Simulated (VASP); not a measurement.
# TmH (Pm-3m) in VASP: a series of runs

TmH is run at these levels: PBE; tasks: single point, relaxation of cell and atoms.

All numbers are computed with VASP 6.6.1; they aren't measurements. Logs are shortened: lines on timing, memory, paths and dates and some standing lists are left out, and cuts for length are marked.

## (1) The cell of the first run

The structure is cubic, space group Pm-3m (No. 221). Conventional cell: a = 3.136 Å, b = 3.136 Å, c = 3.136 Å, α = 90.00°, β = 90.00°, γ = 90.00°. Tm (site symmetry m-3m) has 8 H at 2.72 Å and 6 Tm at 3.14 Å within 3.6 Å. Within 3.6 Å of H (site symmetry m-3m) lie 8 Tm at 2.72 Å and 6 H at 3.14 Å.

The cell was built from a structure type or drawn by symmetry, and may not be a known phase.

## (2) Single point, PBE

The input, INCAR:

```
  PREC = Accurate
  ENCUT = 500
  EDIFF = 1E-6
  ISMEAR = 0
  SIGMA = 0.1
  LREAL = F
  LASPH = T
  NELM = 200
  ALGO = Normal
  ISIF = 2
  LWAVE = F
  LCHARG = F
  GGA = PE
  NBANDS = 12
  GGA_COMPAT = F
  LMAXMIX = 6
```

The input, KPOINTS:

```
Automatic mesh
0
Gamma
  6 6 6
```

The input, POSCAR:

```
TmH
1.0
    3.1357653958      0.0000000000      0.0000000000
    0.0000000000      3.1357653958      0.0000000000
    0.0000000000      0.0000000000      3.1357653958
Tm H
1 1
Direct
    0.5000000000      0.5000000000      0.5000000000
    0.0000000000      0.0000000000      0.0000000000
```

Potentials or basis: VASP PAW PBE potentials, release 64 (Tm_3, H), 4f in core.

Started as:

```console
> cat potpaw_PBE.64/Tm_3/POTCAR potpaw_PBE.64/H/POTCAR > POTCAR
> mpirun -np 1 vasp_std > vasp.out
```

OUTCAR:

```text
PREC = Accurate
   ENCUT = 500
   EDIFF = 1E-6
   ISMEAR = 0
   LREAL = F
   LASPH = T
   NELM = 200
   ISIF = 2
   GGA = PE

 ion  position               nearest neighbor table
   1  0.500  0.500  0.500-
   2  0.000  0.000  0.000-

  LATTYP: Found a simple cubic cell.
 ALAT       =     3.1357653958

  Lattice vectors:

 A1 = (   3.1357653958,   0.0000000000,   0.0000000000)
 A2 = (   0.0000000000,   3.1357653958,   0.0000000000)
 A3 = (   0.0000000000,   0.0000000000,   3.1357653958)

Analysis of symmetry for initial positions (statically):
=====================================================================
 Subroutine PRICEL returns:
 Original cell was already a primitive cell.

 Routine SETGRP: Setting up the symmetry group for a
 simple cubic supercell.

 Subroutine GETGRP returns: Found 48 space group operations
 (whereof 48 operations were pure point group operations)
 out of a pool of 48 trial point group operations.

The static configuration has the point symmetry O_h .

Analysis of symmetry for dynamics (positions and initial velocities):
=====================================================================
 Subroutine PRICEL returns:
 Original cell was already a primitive cell.

 Routine SETGRP: Setting up the symmetry group for a
 simple cubic supercell.

 Subroutine GETGRP returns: Found 48 space group operations
 (whereof 48 operations were pure point group operations)
 out of a pool of 48 trial point group operations.

The dynamic configuration has the point symmetry O_h .

 Subroutine INISYM returns: Found 48 space group operations
 (whereof 48 operations are pure point group operations),
 and found     1 'primitive' translations

----------------------------------------------------------------------------------------

                                     Primitive cell

  volume of cell :      30.8341

  direct lattice vectors                    reciprocal lattice vectors
     3.135765396  0.000000000  0.000000000     0.318901408  0.000000000  0.000000000
     0.000000000  3.135765396  0.000000000     0.000000000  0.318901408  0.000000000
     0.000000000  0.000000000  3.135765396     0.000000000  0.000000000  0.318901408

  length of vectors
     3.135765396  3.135765396  3.135765396     0.318901408  0.318901408  0.318901408
[... 81 lines left out ...]
   NFREE  =      0    steps in history (QN), initial steepest desc. (CG)
   ISIF   =      2    stress and relaxation
   ISYM   =      2    0-nonsym 1-usesym 2-fastsym
   POTIM  = 0.5000    time-step for ionic-motion
   TEBEG  =    0.0;   TEEND  =   0.0 temperature during run
   PSTRESS=    0.0 pullay stress
   NELECT =      10.0000    total number of electrons
   NUPDOWN=      -1.0000    fix difference up-down
   EMIN   =  10.00;   EMAX   =-10.00  energy-range for DOS
   EFERMI =   0.00;   METHOD = LEGACY
   ISMEAR =     0;   SIGMA  =   0.10  broadening in eV -4-tet -1-fermi 0-gaus
   EFERMI_NEDOS =   21; number of points for ismear=-14 and -15
   IALGO  =     38    algorithm
   IMIX   =      4    mixing-type and parameters
     AMIX     =   0.40;   BMIX     =  1.00
     AMIX_MAG =   1.60;   BMIX_MAG =  1.00
  volume/ion in A,a.u.               =      15.42       104.04
  Fermi-wavevector in a.u.,A,eV,Ry     =   1.124772  2.125511 17.212903  1.265113
  Thomas-Fermi vector in A             =   2.261446
   LORBIT       =      0    0 simple, 1 ext, 2 COOP (PROOUT), +10 PAW based schemes
   GGA     = PE    functional components
   LHFCALC =     F    Hartree Fock is set to
   AEXX    =    0.0000 exact exchange contribution
   IVDW    =     0    specifies the selected vdW correction
   LEPSILON=     F    determine dielectric tensor
   LRPA    =     F    only Hartree local field effects (RPA)
 non-spin polarized calculation
 Gauss-broadening in eV      SIGMA  =   0.10
  energy-cutoff  :      500.00
  volume of cell :       30.83
 maximum number of plane-waves:       804
 NGX is ok and might be reduce to    24
   NGX = 11   NGY = 11   NGZ = 11

 number of electron      10.0000001 magnetization

 Free energy of the ion-electron system (eV)
  ---------------------------------------------------
  ext. energy  EPLUGINS =         0.00000000
  ---------------------------------------------------
  free energy    TOTEN  =        -7.29239856 eV

  energy without entropy =       -7.28043119  energy(sigma->0) =       -7.28641488

 E-fermi :   3.3688     XC(G=0): -10.2694

 val. band max:        3.3429826658   @ k =   0.3333   0.0000   0.0000
 cond. band min:       3.4815280440   @ k =   0.3333   0.3333   0.3333
 fundamental gap:      0.1385453782
 Fermi energy:         3.3687700022

 k-point     1 :       0.0000    0.0000    0.0000
  band No.  band energies     occupation
      1     -21.8077      2.00000
      2     -21.8077      2.00000
      3     -21.8077      2.00000
      4      -4.5083      2.00000
      5       2.6986      2.00000
      6       2.6986      2.00000
      7       8.9309      0.00000
      8       9.8214      0.00000
      9       9.8214      0.00000
     10       9.8214      0.00000
     11      13.3027      0.00000
     12      13.3027      0.00000
[... 271 lines left out ...]
 k-point    20 :       0.5000    0.5000    0.5000
  band No.  band energies     occupation
      1     -22.3997      2.00000
      2     -22.3997      2.00000
      3     -22.3997      2.00000
      4       1.0006      2.00000
      5       2.2608      2.00000
      6       2.2608      2.00000
      7       2.2608      2.00000
      8      11.9829      0.00000
      9      11.9829      0.00000
     10      11.9829      0.00000
     11      12.1270      0.00000
     12      12.1270      0.00000

------------------------ aborting loop because EDIFF is reached ----------------------------------------

  FORCE on cell =-STRESS in cart. coord.  units (eV):
  Direction    XX          YY          ZZ          XY          YZ          ZX
  --------------------------------------------------------------------------------------
  -------------------------------------------------------------------------------------
  Total        0.0534421      0.0534421      0.0534421      0.0000000      0.0000000      0.0000000
  in kB        2.7769219      2.7769219      2.7769219      0.0000000      0.0000000      0.0000000
  external PRESSURE =       2.7769219 kB  Pullay stress =       0.0000000 kB

 VOLUME and BASIS-vectors are now :
 -----------------------------------------------------------------------------
  energy-cutoff  :      500.00
  volume of cell :       30.83
      direct lattice vectors                 reciprocal lattice vectors
     3.135765396  0.000000000  0.000000000     0.318901408  0.000000000  0.000000000
     0.000000000  3.135765396  0.000000000     0.000000000  0.318901408  0.000000000
     0.000000000  0.000000000  3.135765396     0.000000000  0.000000000  0.318901408

 POSITION                                       TOTAL-FORCE (eV/Angst)
 -----------------------------------------------------------------------------------
      1.56788      1.56788      1.56788         0.000000      0.000000      0.000000
      0.00000      0.00000      0.00000         0.000000      0.000000      0.000000
 -----------------------------------------------------------------------------------
    total drift:                                0.000000     -0.000000     -0.000000

  FREE ENERGIE OF THE ION-ELECTRON SYSTEM (eV)
  ---------------------------------------------------
  free  energy   TOTEN  =        -7.2923985591 eV

  energy  without entropy=       -7.2804311943  energy(sigma->0) =       -7.28641488
```

stdout:

```text
POSCAR found type information on POSCAR TmH
 POSCAR found :  2 types and       2 ions
 scaLAPACK will be used
 LDA part: xc-table for (Slater+PW92), standard interpolation
 POSCAR, INCAR and KPOINTS ok, starting setup
 FFT: planning ... GRIDC
 FFT: planning ... GRID_SOFT
 FFT: planning ... GRID
 WAVECAR not read
 entering main loop
```

Run time: 3.9 s. Hardware: 1 thread of AMD EPYC 9R45 (Zen 5), shared host; peak memory 0.11 GiB.

Results:

```
Free energy            : -7.2924 eV
Pressure               : 0.3 GPa
Band gap on the k mesh : zero (bands 5 and 6 overlap by 2.21 eV)
```

Caveat: spin-orbit coupling is left out, which moves the levels of the heavy elements; the 4f electrons are frozen in the core, so they carry no moment and show no levels.

## (3) Single point, PBE

This run uses another cell than the first one, of 17.95 Å³/atom.

The input, INCAR:

```
SYSTEM = TmH
  PREC = Accurate
  ENCUT = 500
  EDIFF = 1E-6
  ISMEAR = 0
  SIGMA = 0.1
  LREAL = .FALSE.
  LASPH = .TRUE.
  NELM = 200
  ALGO = Normal
  ISIF = 2
  LWAVE = .FALSE.
  LCHARG = .FALSE.
  GGA = PE
  NBANDS = 12
  GGA_COMPAT = .FALSE.
  LMAXMIX = 6
```

The input, KPOINTS:

```
Automatic mesh
0
G
  6 6 6
  0 0 0
```

The input, POSCAR:

```
TmH
1.0
    3.2988667600      0.0000000000      0.0000000000
    0.0000000000      3.2988667600      0.0000000000
    0.0000000000      0.0000000000      3.2988667600
Tm H
1 1
Direct
    0.5000000000      0.5000000000      0.5000000000
    0.0000000000      0.0000000000      0.0000000000
```

Potentials or basis: VASP PAW PBE potentials, release 64 (Tm_3, H), 4f in core.

Started as:

```console
> cat potpaw_PBE.64/Tm_3/POTCAR potpaw_PBE.64/H/POTCAR > POTCAR
> mpirun -np 1 vasp_std > vasp.out
```

OUTCAR:

```text
SYSTEM = TmH
   PREC = Accurate
   ENCUT = 500
   EDIFF = 1E-6
   ISMEAR = 0
   LREAL = .FALSE.
   LASPH = .TRUE.
   NELM = 200
   ISIF = 2
   GGA = PE

 ion  position               nearest neighbor table
   1  0.500  0.500  0.500-
   2  0.000  0.000  0.000-

  LATTYP: Found a simple cubic cell.
 ALAT       =     3.2988667600

  Lattice vectors:

 A1 = (   3.2988667600,   0.0000000000,   0.0000000000)
 A2 = (   0.0000000000,   3.2988667600,   0.0000000000)
[... 479 lines left out ...]

------------------------ aborting loop because EDIFF is reached ----------------------------------------

  FORCE on cell =-STRESS in cart. coord.  units (eV):
  Direction    XX          YY          ZZ          XY          YZ          ZX
  --------------------------------------------------------------------------------------
  -------------------------------------------------------------------------------------
  Total       -1.2715616     -1.2715616     -1.2715616      0.0000000      0.0000000      0.0000000
  in kB      -56.7484048    -56.7484048    -56.7484048      0.0000000      0.0000000      0.0000000
  external PRESSURE =     -56.7484048 kB  Pullay stress =       0.0000000 kB

 VOLUME and BASIS-vectors are now :
 -----------------------------------------------------------------------------
  energy-cutoff  :      500.00
  volume of cell :       35.90
      direct lattice vectors                 reciprocal lattice vectors
     3.298866760  0.000000000  0.000000000     0.303134401  0.000000000  0.000000000
     0.000000000  3.298866760  0.000000000     0.000000000  0.303134401  0.000000000
     0.000000000  0.000000000  3.298866760     0.000000000  0.000000000  0.303134401

 POSITION                                       TOTAL-FORCE (eV/Angst)
 -----------------------------------------------------------------------------------
      1.64943      1.64943      1.64943         0.000000      0.000000      0.000000
      0.00000      0.00000      0.00000         0.000000      0.000000      0.000000
 -----------------------------------------------------------------------------------
    total drift:                                0.000000     -0.000000     -0.000000

  FREE ENERGIE OF THE ION-ELECTRON SYSTEM (eV)
  ---------------------------------------------------
  free  energy   TOTEN  =        -7.2017795093 eV

  energy  without entropy=       -7.1968212065  energy(sigma->0) =       -7.19930036
```

OSZICAR:

```text
N       E                     dE             d eps       ncg     rms          rms(c)
DAV:   1     0.193139665477E+02    0.19314E+02   -0.42692E+03   480   0.722E+02
DAV:   2    -0.649977230295E+01   -0.25814E+02   -0.25006E+02   488   0.190E+02
DAV:   3    -0.733779863622E+01   -0.83803E+00   -0.79665E+00   708   0.245E+01
DAV:   4    -0.735040639130E+01   -0.12608E-01   -0.12580E-01   616   0.246E+00
DAV:   5    -0.735058754734E+01   -0.18116E-03   -0.18115E-03   608   0.298E-01    0.112E+01
DAV:   6    -0.720793173966E+01    0.14266E+00   -0.21016E-01   692   0.243E+00    0.709E+00
DAV:   7    -0.720432892428E+01    0.36028E-02   -0.12893E-01   704   0.214E+00    0.142E+00
DAV:   8    -0.720174253729E+01    0.25864E-02   -0.18675E-02   652   0.781E-01    0.473E-02
DAV:   9    -0.720176742675E+01   -0.24889E-04   -0.67447E-04   572   0.164E-01    0.379E-02
DAV:  10    -0.720178120851E+01   -0.13782E-04   -0.49748E-05   632   0.423E-02    0.265E-02
DAV:  11    -0.720177944351E+01    0.17650E-05   -0.10525E-05   724   0.177E-02    0.203E-03
DAV:  12    -0.720177950932E+01   -0.65811E-07   -0.29541E-07   268   0.369E-03
   1 F= -.72017795E+01 E0= -.71993004E+01  d E =-.495830E-02
```

stdout:

```text
POSCAR found type information on POSCAR TmH
 POSCAR found :  2 types and       2 ions
 scaLAPACK will be used
 LDA part: xc-table for (Slater+PW92), standard interpolation
 POSCAR, INCAR and KPOINTS ok, starting setup
 FFT: planning ... GRIDC
 FFT: planning ... GRID_SOFT
 FFT: planning ... GRID
 WAVECAR not read
 entering main loop
```

Wall time 4 s (1 thread of AMD EPYC 9R45 (Zen 5), shared host); peak memory 0.11 GiB.

What came out:

```yaml
Free_energy: -7.2018 eV
Pressure: -5.7 GPa
Band_gap_on_the_k_mesh: zero (bands 5 and 6 overlap by 1.52 eV)
```

Levels at points of the mesh, in eV from the Fermi level:
```csv
k point,band 1,band 2,band 3,band 4,band 5,band 6,band 7,band 8,band 9,band 10
"(0.00, 0.00, 0.00)",-25.63,-25.63,-25.63,-7.21,-0.45,-0.45,4.42,5.54,5.54,5.54
"(0.50, 0.00, 0.00)",-26.13,-25.58,-25.58,-4.25,-2.77,0.30,2.77,2.77,5.84,7.49
"(0.50, 0.50, 0.00)",-26.07,-26.07,-25.54,-4.52,-0.22,2.54,2.54,3.49,3.49,4.23
"(0.50, 0.50, 0.50)",-26.00,-26.00,-26.00,-2.13,-0.74,-0.74,-0.74,7.07,7.07,7.07
```

Caveat: the cell stands under tension; spin-orbit coupling is left out, which moves the levels of the heavy elements; the 4f electrons are frozen in the core, so they carry no moment and show no levels. Spin polarisation is off, so any magnetic state and its effect on volume and gap are missing.

(Part 1 of 2 ends here.)
